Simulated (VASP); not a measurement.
Write the native input for VASP 6.6.1 that does the following.

```
Task                   : single point
Functional             : PBE
Potentials or basis    : VASP PAW PBE potentials, release 64 (B, Ir)
Cutoff                 : 520 eV
k mesh                 : 6 × 6 × 6
Occupations            : gaussian, width 0.1 eV
Spin                   : collinear spin, ferromagnetic start
Starting moments       : [0.0, 0.0, 0.0, 1.0] μB
Dipole correction      : no
Further INCAR settings : ALGO = Normal; EDIFF = 1e-06; NBANDS = 21
```

The structure of B3Ir lies in POSCAR:

```
B3Ir
1.0
    3.2393063874      0.0000000000      0.0000000000
    0.0000000000      3.2393063874      0.0000000000
    0.0000000000      0.0000000000      3.2393063874
B Ir
3 1
Direct
    0.0000000000      0.5000000000      0.5000000000
    0.5000000000      0.0000000000      0.5000000000
    0.5000000000      0.5000000000      0.0000000000
    0.0000000000      0.0000000000      0.0000000000
```

These files were run (other wordings do the same):

INCAR

```
SYSTEM = B3Ir
PREC     = Accurate       ! precision mode
ENCUT    = 520            ! plane-wave cutoff, eV
EDIFF    = 1E-6           ! SCF threshold, eV
ISMEAR   = 0              ! smearing method
SIGMA    = 0.1            ! smearing width, eV
LREAL    = .False.        ! projectors in reciprocal space
LASPH    = .True.         ! aspherical terms in the spheres
NELM     = 150            ! most SCF steps
ALGO     = Normal         ! electronic algorithm
ISIF     = 2              ! what is computed and relaxed
LWAVE    = .False.        ! write WAVECAR
LCHARG   = .False.        ! write CHGCAR
ISPIN    = 2              ! spin polarisation
MAGMOM   = 0 0 0 1        ! initial moments
LORBIT   = 11             ! projections on sites
LMAXMIX  = 4              ! l up to which the mixer works
GGA      = PE             ! functional
NBANDS   = 21             ! bands
```

KPOINTS

```
regular mesh
0
Gamma
  6 6 6
  0 0 0
```

Potentials or basis: VASP PAW PBE potentials, release 64 (B, Ir).

Command:

```sh
$ cat potpaw_PBE.64/B/POTCAR potpaw_PBE.64/Ir/POTCAR > POTCAR
$ mpirun -np 1 vasp_std > vasp.out
```

It gave:

```
Pressure                                              : 0.8 GPa
Band gap on the k mesh                                : zero (filled and empty bands overlap)
Net moment                                            : 0.00 μB per cell
Valence electrons inside the program's atomic spheres : B 1.63; Ir 8.96
```

Caveat: spin-orbit coupling is left out, which moves the levels of the heavy elements.

Run time: 22 s on 1 thread of AMD EPYC 7R43 64-Core Processor (Zen 3), on a shared host, peak memory 0.12 GiB.
